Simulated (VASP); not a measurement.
# Si6Sn (P6/m) in VASP: a series of runs

The runs below take Si6Sn through single point, relaxation of cell and atoms, with PBE.

Everything below comes from runs of VASP 6.6.1. Logs are shortened: lines on timing, memory, paths and dates and some standing lists are left out, and cuts for length are marked.

## (1) The cell of the first run

The structure is hexagonal, space group P6/m (No. 175). Conventional cell: a = 7.326 Å, b = 7.326 Å, c = 2.582 Å, α = 90.00°, β = 90.00°, γ = 120.00°. Si (site symmetry m) has 7 Si at 2.58 to 2.90 Å and 1 Sn at 2.90 Å within 3.4 Å. Sn (site symmetry 6/m) has 2 Sn at 2.58 Å and 6 Si at 2.90 Å within 3.4 Å.

## (2) Single point, PBE

The input, INCAR:

```
PREC = Accurate ; ENCUT = 520
EDIFF = 1E-7 ; ISMEAR = 0
SIGMA = 0.2 ; LREAL = False
LASPH = True ; NELM = 80
ALGO = Normal ; ISIF = 2
LWAVE = False ; LCHARG = True
GGA = PE ; LELF = True
LVHAR = True ; NBANDS = 28
```

The input, KPOINTS:

```
regular mesh
0
Gamma
  3 3 6
```

The input, POSCAR:

```
Si6Sn
1.0
    7.3257404072      0.0000000000      0.0000000000
   -3.6628702036      6.3442772942      0.0000000000
    0.0000000000      0.0000000000      2.5818997678
Si Sn
6 1
Direct
    0.3025293473      0.4483926229      0.0000000000
    0.4483926229      0.1458632755      0.0000000000
    0.8541367245      0.3025293473      0.0000000000
    0.5516073771      0.8541367245      0.0000000000
    0.6974706527      0.5516073771      0.0000000000
    0.1458632755      0.6974706527      0.0000000000
    0.0000000000      0.0000000000      0.0000000000
```

Potentials or basis: VASP PAW PBE potentials, release 64 (Si, Sn_d).

Started as:

```sh
$ cat potpaw_PBE.64/Si/POTCAR potpaw_PBE.64/Sn_d/POTCAR > POTCAR
$ mpirun -np 1 vasp_std > vasp.out
```

OUTCAR:

```text
PREC = Accurate
   ENCUT = 520
   EDIFF = 1E-7
   ISMEAR = 0
   LREAL = False
   LASPH = True
   NELM = 80
   ISIF = 2
   GGA = PE

 ion  position               nearest neighbor table
   1  0.303  0.448  0.000-   6 2.60   4 2.60   5 2.60   3 2.90   7 2.90   2 2.90
   2  0.448  0.146  0.000-   3 2.60   5 2.60   4 2.60   6 2.90   7 2.90   1 2.90
   3  0.854  0.303  0.000-   2 2.60   5 2.60   6 2.60   1 2.90   7 2.90   4 2.90
   4  0.552  0.854  0.000-   6 2.60   1 2.60   2 2.60   3 2.90   7 2.90   5 2.90
   5  0.697  0.552  0.000-   3 2.60   2 2.60   1 2.60   6 2.90   7 2.90   4 2.90
   6  0.146  0.697  0.000-   4 2.60   1 2.60   3 2.60   5 2.90   7 2.90   2 2.90
   7  0.000  0.000  0.000-   3 2.90   6 2.90   5 2.90   1 2.90   2 2.90   4 2.90

  LATTYP: Found a hexagonal cell.
 ALAT       =     7.3257404072
 C/A-ratio  =     0.3524421593

  Lattice vectors:

 A1 = (   7.3257404072,   0.0000000000,   0.0000000000)
 A2 = (  -3.6628702036,   6.3442772942,   0.0000000000)
 A3 = (   0.0000000000,   0.0000000000,   2.5818997678)

Analysis of symmetry for initial positions (statically):
=====================================================================
 Subroutine PRICEL returns:
 Original cell was already a primitive cell.

 Routine SETGRP: Setting up the symmetry group for a
 hexagonal supercell.

 Subroutine GETGRP returns: Found 12 space group operations
 (whereof 12 operations were pure point group operations)
 out of a pool of 24 trial point group operations.

The static configuration has the point symmetry C_6h.

Analysis of symmetry for dynamics (positions and initial velocities):
=====================================================================
 Subroutine PRICEL returns:
 Original cell was already a primitive cell.

 Routine SETGRP: Setting up the symmetry group for a
 hexagonal supercell.

 Subroutine GETGRP returns: Found 12 space group operations
 (whereof 12 operations were pure point group operations)
 out of a pool of 24 trial point group operations.

The dynamic configuration has the point symmetry C_6h.

 Subroutine INISYM returns: Found 12 space group operations
 (whereof 12 operations are pure point group operations),
 and found     1 'primitive' translations

----------------------------------------------------------------------------------------

                                     Primitive cell

  volume of cell :     119.9977

  direct lattice vectors                    reciprocal lattice vectors
     7.325740407  0.000000000  0.000000000     0.136504973  0.078811183  0.000000000
    -3.662870204  6.344277294  0.000000000     0.000000000  0.157622366  0.000000000
     0.000000000  0.000000000  2.581899768     0.000000000  0.000000000  0.387311705

  length of vectors
     7.325740407  7.325740407  2.581899768     0.157622366  0.157622366  0.387311705

  position of ions in fractional coordinates (direct lattice)
     0.302529347  0.448392623  0.000000000
     0.448392623  0.145863275  0.000000000
     0.854136725  0.302529347  0.000000000
     0.551607377  0.854136725  0.000000000
     0.697470653  0.551607377  0.000000000
     0.145863275  0.697470653  0.000000000
     0.000000000  0.000000000  0.000000000

  ion indices of the primitive-cell ions
   primitive index   ion index
                 1           1
                 2           2
                 3           3
                 4           4
                 5           5
                 6           6
                 7           7

----------------------------------------------------------------------------------------

 KPOINTS: regular mesh

Automatic generation of k-mesh.
 Grid dimensions read from file:
 generate k-points for:    3    3    6

 Generating k-lattice:

  Cartesian coordinates                     Fractional coordinates (reciprocal lattice)
     0.045501658  0.026270394  0.000000000     0.333333333  0.000000000  0.000000000
     0.000000000  0.052540789  0.000000000     0.000000000  0.333333333  0.000000000
     0.000000000  0.000000000  0.064551951     0.000000000  0.000000000  0.166666667

  Length of vectors
     0.052540789  0.052540789  0.064551951

  Shift w.r.t. Gamma in fractional coordinates (k-lattice)
     0.000000000  0.000000000  0.000000000

 Subroutine IBZKPT returns following result:
 ===========================================

 Found     12 irreducible k-points:

 Following reciprocal coordinates:
            Coordinates               Weight
  0.000000  0.000000  0.000000      1.000000
  0.333333  0.000000  0.000000      6.000000
  0.333333  0.333333  0.000000      2.000000
  0.000000  0.000000  0.166667      2.000000
  0.333333  0.000000  0.166667     12.000000
  0.333333  0.333333  0.166667      4.000000
  0.000000  0.000000  0.333333      2.000000
  0.333333  0.000000  0.333333     12.000000
  0.333333  0.333333  0.333333      4.000000
  0.000000  0.000000  0.500000      1.000000
  0.333333  0.000000  0.500000      6.000000
  0.333333  0.333333  0.500000      2.000000
   k-points           NKPTS =     12   k-points in BZ     NKDIM =     12   number of bands    NBANDS=     28
   number of dos      NEDOS =    301   number of ions     NIONS =      7
   total plane-waves  NPLWV =  58320
   dimension x,y,z NGX =    54 NGY =   54 NGZ =   20
   dimension x,y,z NGXF=   108 NGYF=  108 NGZF=   40
   ions per type =               6   1
   NGX,Y,Z   is equivalent  to a cutoff of  12.25, 12.25, 12.88 a.u.
   NGXF,Y,Z  is equivalent  to a cutoff of  24.51, 24.51, 25.76 a.u.
 SYSTEM =  unknown system
   PREC   = accura    normal or accurate (medium, high low for compatibility)
   ISTART =      0    job   : 0-new  1-cont  2-samecut
   ICHARG =      2    charge: 1-file 2-atom 10-const
   ISPIN  =      1    spin polarized calculation?
   LNONCOLLINEAR =      F non collinear calculations
   LSORBIT =      F    spin-orbit coupling
   LASPH  =      T    aspherical Exc in radial PAW
   ENCUT  =  520.0 eV  38.22 Ry    6.18 a.u.  13.62 13.62  4.80*2*pi/ulx,y,z
   NELM   =     80;   NELMIN=  2; NELMDL= -5     # of ELM steps
   EDIFF  = 0.1E-06   stopping-criterion for ELM
   LREAL  =      F    real-space projection
   EDIFFG = 0.1E-05   stopping-criterion for IOM
   NSW    =      0    number of steps for IOM
   IBRION =     -1    ionic relax: 0-MD 1-quasi-New 2-CG
   NFREE  =      0    steps in history (QN), initial steepest desc. (CG)
   ISIF   =      2    stress and relaxation
   ISYM   =      2    0-nonsym 1-usesym 2-fastsym
   POTIM  = 0.5000    time-step for ionic-motion
   TEBEG  =    0.0;   TEEND  =   0.0 temperature during run
   PSTRESS=    0.0 pullay stress
   NELECT =      38.0000    total number of electrons
   NUPDOWN=      -1.0000    fix difference up-down
   EMIN   =  10.00;   EMAX   =-10.00  energy-range for DOS
   EFERMI =   0.00;   METHOD = LEGACY
   ISMEAR =     0;   SIGMA  =   0.20  broadening in eV -4-tet -1-fermi 0-gaus
   EFERMI_NEDOS =   21; number of points for ismear=-14 and -15
   IALGO  =     38    algorithm
   IMIX   =      4    mixing-type and parameters
     AMIX     =   0.40;   BMIX     =  1.00
     AMIX_MAG =   1.60;   BMIX_MAG =  1.00
  volume/ion in A,a.u.               =      17.14       115.68
  Fermi-wavevector in a.u.,A,eV,Ry     =   1.115865  2.108679 16.941360  1.245155
  Thomas-Fermi vector in A             =   2.252474
   LORBIT       =      0    0 simple, 1 ext, 2 COOP (PROOUT), +10 PAW based schemes
   GGA     = PE    functional components
   LHFCALC =     F    Hartree Fock is set to
   AEXX    =    0.0000 exact exchange contribution
   IVDW    =     0    specifies the selected vdW correction
   LEPSILON=     F    determine dielectric tensor
   LRPA    =     F    only Hartree local field effects (RPA)
 non-spin polarized calculation
 Gauss-broadening in eV      SIGMA  =   0.20
  energy-cutoff  :      520.00
  volume of cell :      120.00
 maximum number of plane-waves:      3279
 NGX is ok and might be reduce to    54
   NGX = 27   NGY = 27   NGZ =  9

 number of electron      37.9999994 magnetization

 Free energy of the ion-electron system (eV)
  ---------------------------------------------------
  ext. energy  EPLUGINS =         0.00000000
  ---------------------------------------------------
  free energy    TOTEN  =       -33.91399106 eV

  energy without entropy =      -33.87355236  energy(sigma->0) =      -33.89377171

 E-fermi :   8.8194     XC(G=0): -10.7556

 val. band max:        8.7303025196   @ k =   0.3333   0.3333   0.5000
 cond. band min:       8.9373462748   @ k =   0.3333   0.0000   0.1667
 fundamental gap:      0.2070437552
 Fermi energy:         8.8193572416

 k-point     1 :       0.0000    0.0000    0.0000
  band No.  band energies     occupation
      1     -13.6171      2.00000
      2     -12.8539      2.00000
      3     -12.8539      2.00000
      4     -12.5707      2.00000
      5     -12.5707      2.00000
      6      -4.4025      2.00000
[... 20 lines left out ...]
     27      17.6274      0.00000
     28      17.6277      0.00000

 k-point     2 :       0.3333    0.0000    0.0000
  band No.  band energies     occupation
      1     -13.6171      2.00000
      2     -12.8539      2.00000
      3     -12.8537      2.00000
      4     -12.5707      2.00000
      5     -12.5707      2.00000
      6      -4.0080      2.00000
[... 20 lines left out ...]
     27      16.1251      0.00000
     28      16.2140      0.00000

 k-point     3 :       0.3333    0.3333    0.0000
  band No.  band energies     occupation
      1     -13.6171      2.00000
      2     -12.8538      2.00000
      3     -12.8538      2.00000
      4     -12.5707      2.00000
      5     -12.5707      2.00000
      6      -3.3157      2.00000
[... 20 lines left out ...]
     27      16.5832      0.00000
     28      16.5832      0.00000

 k-point     4 :       0.0000    0.0000    0.1667
  band No.  band energies     occupation
      1     -13.2990      2.00000
      2     -12.8362      2.00000
      3     -12.8362      2.00000
      4     -12.7080      2.00000
      5     -12.7080      2.00000
      6      -3.8077      2.00000
[... 20 lines left out ...]
     27      13.8707      0.00000
     28      13.8707      0.00000

 k-point     5 :       0.3333    0.0000    0.1667
  band No.  band energies     occupation
      1     -13.2989      2.00000
      2     -12.8362      2.00000
      3     -12.8361      2.00000
      4     -12.7080      2.00000
      5     -12.7080      2.00000
      6      -3.4151      2.00000
[... 20 lines left out ...]
     27      13.9476      0.00000
     28      14.3538      0.00000

 k-point     6 :       0.3333    0.3333    0.1667
  band No.  band energies     occupation
      1     -13.2989      2.00000
      2     -12.8361      2.00000
      3     -12.8361      2.00000
      4     -12.7080      2.00000
      5     -12.7080      2.00000
      6      -2.7312      2.00000
[... 20 lines left out ...]
     27      14.4998      0.00000
     28      14.7846      0.00000

 k-point     7 :       0.0000    0.0000    0.3333
  band No.  band energies     occupation
      1     -12.9718      2.00000
      2     -12.9718      2.00000
      3     -12.8008      2.00000
      4     -12.8008      2.00000
      5     -12.6463      2.00000
      6      -2.0590      2.00000
[... 20 lines left out ...]
     27      12.1574      0.00000
     28      12.7207      0.00000

 k-point     8 :       0.3333    0.0000    0.3333
  band No.  band energies     occupation
      1     -12.9719      2.00000
      2     -12.9719      2.00000
      3     -12.8008      2.00000
      4     -12.8007      2.00000
      5     -12.6463      2.00000
      6      -1.6774      2.00000
[... 20 lines left out ...]
     27      12.5549      0.00000
     28      12.7460      0.00000

 k-point     9 :       0.3333    0.3333    0.3333
  band No.  band energies     occupation
      1     -12.9719      2.00000
      2     -12.9719      2.00000
      3     -12.8008      2.00000
      4     -12.8008      2.00000
      5     -12.6462      2.00000
      6      -1.0330      2.00000
[... 20 lines left out ...]
     27      12.9084      0.00000
     28      13.9274      0.00000

 k-point    10 :       0.0000    0.0000    0.5000
  band No.  band energies     occupation
      1     -13.0989      2.00000
      2     -13.0989      2.00000
      3     -12.7830      2.00000
      4     -12.7830      2.00000
      5     -12.3124      2.00000
      6      -0.0258      2.00000
[... 20 lines left out ...]
     27      13.3327      0.00000
     28      13.3337      0.00000

 k-point    11 :       0.3333    0.0000    0.5000
  band No.  band energies     occupation
      1     -13.0989      2.00000
      2     -13.0989      2.00000
      3     -12.7830      2.00000
      4     -12.7830      2.00000
      5     -12.3123      2.00000
      6       0.3259      2.00000
[... 20 lines left out ...]
     27      12.2037      0.00000
     28      12.5437      0.00000

 k-point    12 :       0.3333    0.3333    0.5000
  band No.  band energies     occupation
      1     -13.0989      2.00000
      2     -13.0989      2.00000
      3     -12.7830      2.00000
      4     -12.7830      2.00000
      5     -12.3123      2.00000
      6       0.8965      2.00000
[... 20 lines left out ...]
     27      11.7303      0.00000
     28      13.1085      0.00000

------------------------ aborting loop because EDIFF is reached ----------------------------------------

  FORCE on cell =-STRESS in cart. coord.  units (eV):
  Direction    XX          YY          ZZ          XY          YZ          ZX
  --------------------------------------------------------------------------------------
  -------------------------------------------------------------------------------------
  Total        0.3723732      0.3723732      0.2376051      0.0000000      0.0000000      0.0000000
  in kB        4.9718263      4.9718263      3.1724392      0.0000006      0.0000000      0.0000000
  external PRESSURE =       4.3720306 kB  Pullay stress =       0.0000000 kB

 VOLUME and BASIS-vectors are now :
 -----------------------------------------------------------------------------
  energy-cutoff  :      520.00
  volume of cell :      120.00
      direct lattice vectors                 reciprocal lattice vectors
     7.325740407  0.000000000  0.000000000     0.136504973  0.078811183  0.000000000
    -3.662870204  6.344277294  0.000000000     0.000000000  0.157622366  0.000000000
     0.000000000  0.000000000  2.581899768     0.000000000  0.000000000  0.387311705

 POSITION                                       TOTAL-FORCE (eV/Angst)
 -----------------------------------------------------------------------------------
      0.57385      2.84473      0.00000         0.021995      0.000619     -0.000000
      2.75053      0.92540      0.00000         0.011533     -0.018739     -0.000000
      5.14906      1.91933      0.00000         0.010462      0.019358      0.000000
      0.91234      5.41888      0.00000        -0.011533      0.018739     -0.000000
      3.08902      3.49955      0.00000        -0.021995     -0.000619      0.000000
     -1.48619      4.42495      0.00000        -0.010462     -0.019358      0.000000
      0.00000      0.00000      0.00000        -0.000000      0.000000     -0.000000
 -----------------------------------------------------------------------------------
    total drift:                               -0.000000      0.000000     -0.000000

  FREE ENERGIE OF THE ION-ELECTRON SYSTEM (eV)
  ---------------------------------------------------
  free  energy   TOTEN  =       -33.9139910563 eV

  energy  without entropy=      -33.8735523555  energy(sigma->0) =      -33.89377171
```

Run time: 53 s. Hardware: 1 thread of Intel Xeon 6975P-C, shared host; peak memory 0.24 GiB.

What came out:

* Free energy: -33.9140 eV
* Pressure: 0.4 GPa
* Largest force: 0.022 eV/Å
* Band gap on the k mesh: zero (band 19 reaches 10.55 eV, above the bottom of band 20 at 7.21 eV)

Forces in eV/Å, atoms in the order of the input:
```
Si   0.022  0.001  0.000
Si   0.012 -0.019  0.000
Si   0.010  0.019  0.000
Si  -0.012  0.019  0.000
Si  -0.022 -0.001  0.000
Si  -0.010 -0.019  0.000
Sn   0.000  0.000  0.000
```

Caveat: the k points lie up to 0.41 Å⁻¹ apart; spin-orbit coupling is left out, which moves the levels of the heavy elements.

(Continued in part 2 of 2.)
